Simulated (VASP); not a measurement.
# Zn (P6_3/mmc) in VASP: further runs, part 3 of 3

VASP 6.6.1. Earlier steps stand in the parts before.

## Step 6: Electric field gradients, PBE (15.82 Å³/atom)

This run uses another cell than the first one, of 15.82 Å³/atom.

File INCAR:

```
SYSTEM = Zn
PREC = Accurate
ENCUT = 520
EDIFF = 1E-8
ISMEAR = -1
SIGMA = 0.03
LREAL = .FALSE.
LASPH = .TRUE.
NELM = 80
ALGO = Normal
ISIF = 2
LWAVE = .FALSE.
LCHARG = .FALSE.
GGA = PE
LEFG = .TRUE.
NBANDS = 19
```

File KPOINTS:

```
regular mesh
0
G
  18 18 8
  0 0 0
```

File POSCAR:

```
Zn
1.0
    2.6998652069      0.0000000000      0.0000000000
   -1.3499326034      2.3381518559      0.0000000000
    0.0000000000      0.0000000000      5.0117956229
Zn
2
Direct
    0.3333333333      0.6666666667      0.2500000000
    0.6666666667      0.3333333333      0.7500000000
```

Potentials or basis: VASP PAW PBE potentials, release 64 (Zn).

Command:

```
$ cat potpaw_PBE.64/Zn/POTCAR > POTCAR
$ mpirun -np 1 vasp_std > vasp.out
```

OUTCAR:

```text
SYSTEM = Zn
   PREC = Accurate
   ENCUT = 520
   EDIFF = 1E-8
   ISMEAR = -1
   LREAL = .FALSE.
   LASPH = .TRUE.
   NELM = 80
   ISIF = 2
   GGA = PE

 ion  position               nearest neighbor table
   1  0.333  0.667  0.250-   2 2.95   2 2.95   2 2.95   2 2.95   2 2.95   2 2.95
   2  0.667  0.333  0.750-   1 2.95   1 2.95   1 2.95   1 2.95   1 2.95   1 2.95

  LATTYP: Found a hexagonal cell.
 ALAT       =     2.6998652069
 C/A-ratio  =     1.8563132745

  Lattice vectors:

 A1 = (   2.6998652069,   0.0000000000,   0.0000000000)
 A2 = (  -1.3499326034,   2.3381518559,   0.0000000000)
 A3 = (   0.0000000000,   0.0000000000,   5.0117956229)

Analysis of symmetry for initial positions (statically):
=====================================================================
 Subroutine PRICEL returns:
 Original cell was already a primitive cell.

 Routine SETGRP: Setting up the symmetry group for a
 hexagonal supercell.
[... 719 lines left out ...]
  volume of cell :       31.64
      direct lattice vectors                 reciprocal lattice vectors
     2.699865207  0.000000000  0.000000000     0.370388861  0.213844109  0.000000000
    -1.349932603  2.338151856  0.000000000     0.000000000  0.427688218  0.000000000
     0.000000000  0.000000000  5.011795623     0.000000000  0.000000000  0.199529286

 POSITION                                       TOTAL-FORCE (eV/Angst)
 -----------------------------------------------------------------------------------
     -0.00000      1.55877      1.25295         0.000000      0.000000      0.000000
      1.34993      0.77938      3.75885        -0.000000      0.000000      0.000000
 -----------------------------------------------------------------------------------
    total drift:                               -0.000000      0.000000      0.000000

  FREE ENERGIE OF THE ION-ELECTRON SYSTEM (eV)
  ---------------------------------------------------
  free  energy   TOTEN  =        -2.2051432653 eV

  energy  without entropy=       -2.2035807521  energy(sigma->0) =       -2.20436201

 Electric field gradients (V/A^2)
---------------------------------------------------------------------
 ion       V_xx      V_yy      V_zz      V_xy      V_xz      V_yz
---------------------------------------------------------------------
   1     -16.345   -16.336    32.681     0.008     0.000    -0.000
   2     -16.345   -16.336    32.681     0.008    -0.000     0.000
---------------------------------------------------------------------

 Electric field gradients after diagonalization (V/A^2)
 (convention: |V_zz| > |V_xx| > |V_yy|)
----------------------------------------------------------------------
 ion       V_xx      V_yy      V_zz     asymmetry (V_yy - V_xx)/ V_zz
----------------------------------------------------------------------
   1     -16.349   -16.332    32.681       0.001
   2     -16.349   -16.332    32.681       0.001
----------------------------------------------------------------------

           NMR quadrupolar parameters

 Cq : quadrupolar parameter    Cq=e*Q*V_zz/h
 eta: asymmetry parameters     (V_yy - V_xx)/ V_zz
 Q  : nuclear electric quadrupole moment in mb (millibarn)
----------------------------------------------------------------------
 ion       Cq(MHz)       eta       Q (mb)
----------------------------------------------------------------------
   1       0.079       0.001       1.000
   2       0.079       0.001       1.000
----------------------------------------------------------------------
```

OSZICAR:

```text
N       E                     dE             d eps       ncg     rms          rms(c)
DAV:   1     0.113385425076E+03    0.11339E+03   -0.12364E+04  7233   0.196E+03
DAV:   2     0.287500834823E+01   -0.11051E+03   -0.10679E+03  7077   0.295E+02
DAV:   3    -0.236140834079E+01   -0.52364E+01   -0.52164E+01  7830   0.706E+01
DAV:   4    -0.239374407380E+01   -0.32336E-01   -0.32327E-01  7736   0.571E+00
DAV:   5    -0.239378772474E+01   -0.43651E-04   -0.43650E-04  7724   0.190E-01    0.363E+00
DAV:   6    -0.221636807767E+01    0.17742E+00   -0.72132E-01  7833   0.175E+01    0.281E+00
DAV:   7    -0.220890915715E+01    0.74589E-02   -0.24309E-02  8677   0.257E+00    0.146E+00
DAV:   8    -0.220512329519E+01    0.37859E-02   -0.18073E-03  9388   0.613E-01    0.466E-02
DAV:   9    -0.220513958770E+01   -0.16293E-04   -0.20911E-04  9260   0.177E-01    0.354E-02
DAV:  10    -0.220514373631E+01   -0.41486E-05   -0.18181E-05  7432   0.457E-02    0.285E-03
DAV:  11    -0.220514357569E+01    0.16062E-06   -0.11222E-07  9147   0.523E-03    0.170E-03
DAV:  12    -0.220514324253E+01    0.33317E-06   -0.25667E-08  7046   0.241E-03    0.954E-05
DAV:  13    -0.220514326397E+01   -0.21441E-07   -0.37853E-09  4091   0.540E-04    0.684E-05
DAV:  14    -0.220514327574E+01   -0.11772E-07   -0.57676E-10  3829   0.470E-04    0.103E-04
DAV:  15    -0.220514326508E+01    0.10658E-07   -0.32401E-10  3737   0.353E-04    0.553E-06
DAV:  16    -0.220514326532E+01   -0.24465E-09   -0.16759E-11  3713   0.320E-05
   1 F= -.22051433E+01 E0= -.22043620E+01  d E =-.156251E-02
```

Run time: 66 s. Hardware: 1 thread of Intel Xeon Platinum 8488C (Sapphire Rapids), shared host; peak memory 0.21 GiB.

Results:

```yaml
Free_energy: -2.2051 eV
Pressure: -2.6 GPa
Band_gap_on_the_k_mesh: zero (bands 12 and 13 overlap by 4.66 eV)
Largest_electric_field_gradient_by_atom: Zn +32.7 V/Å²
```

Stress tensor (GPa, compression positive):
```
-3.16  0.00  0.00
 0.00 -3.16  0.00
 0.00  0.00 -1.40
```

Levels at points of the mesh, in eV from the Fermi level:
```
           k point  band 10  band 11  band 12  band 13  band 14  band 15
(0.00, 0.00, 0.00)    -7.18    -7.18    -3.58    -3.21    13.12    16.71
(0.50, 0.00, 0.00)    -7.00    -2.86    -2.29     2.38     3.36     3.70
(0.00, 0.00, 0.50)    -7.26    -7.26    -7.26     4.33     4.33    18.00
(0.50, 0.00, 0.50)    -7.01    -1.89    -1.89    -0.12    -0.12     9.73
```

Electric field gradients, principal values (V/Å²):
```csv
atom,least,middle,greatest (by size)
1 Zn,-16.332,-16.349,32.681
2 Zn,-16.332,-16.349,32.681
```

Caveat: without QUAD_EFG the Cq values of the log hold for a quadrupole moment of 1 mb, not for the nuclei.

## Step 7: Summary

| cell | gap on the mesh (eV) | pressure (GPa) |
| --- | --- | --- |
| a = 2.656, b = 2.656, c = 4.930 Å, angles 90.0, 90.0, 120.0°, 2 atoms | none | 0.7 |
| a = 2.674, b = 2.674, c = 4.963 Å, angles 90.0, 90.0, 120.0°, 2 atoms | none | -0.7 |
| a = 2.682, b = 2.682, c = 4.979 Å, angles 90.0, 90.0, 120.0°, 2 atoms | none | -1.4 |
| a = 2.700, b = 2.700, c = 5.012 Å, angles 90.0, 90.0, 120.0°, 2 atoms | none | -2.6 |

Alike in all rows: task electric field gradients; level PBE; potentials or basis VASP PAW PBE potentials, release 64 (Zn); no spin polarisation; k mesh 18 × 18 × 8; cutoff (eV) 520; smearing fermi-dirac 0.03 eV.

Total energies depend on the potentials used, so only differences within one code and one set of settings carry meaning.
